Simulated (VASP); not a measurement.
Crystal: W.

```xyz
1
Lattice="0.0000 1.9950 1.9950 1.9950 0.0000 1.9950 1.9950 1.9950 0.0000" Properties=species:S:1:pos:R:3 pbc="T T T"
W     0.0000    0.0000    0.0000
```

This isn't the form of W at room conditions, which is bcc.

```yaml
Program: VASP 6.6.1
Task: relaxation of cell and atoms
Functional: PBE
Potentials_or_basis: VASP PAW PBE potentials, release 64 (W_sv)
Cutoff: 500 eV
k_mesh: 10 × 10 × 10
Occupations: fermi-dirac, width 0.1 eV
Spin: no spin polarisation
```

At the start: pressure 12.0 GPa; volume 15.88 Å³/atom.

How do energy, volume and symmetry change on relaxing?

Over 4 steps the energy falls by 23.0 meV/atom and the volume is 16.52 Å³/atom (+4.0 %); space group Fm-3m (No. 225, to 0.1 Å) before and after.

The path:
```csv
step,energy change (eV),largest force (eV/Å),pressure (GPa),volume (Å³)
1,0.0000,0.0000,11.98,15.88
2,0.1957,0.0000,-27.84,18.77
3,-0.0229,0.0000,-0.59,16.55
4,-0.0230,0.0000,-0.03,16.52
```

Final structure:
```yaml
crystal:
  lattice:
    - [0.00000, 2.02131, 2.02131]
    - [2.02131, 0.00000, 2.02131]
    - [2.02131, 2.02131, 0.00000]
  atoms:
    - { symbol: W, position: [0.00000, 0.00000, 0.00000] }
```
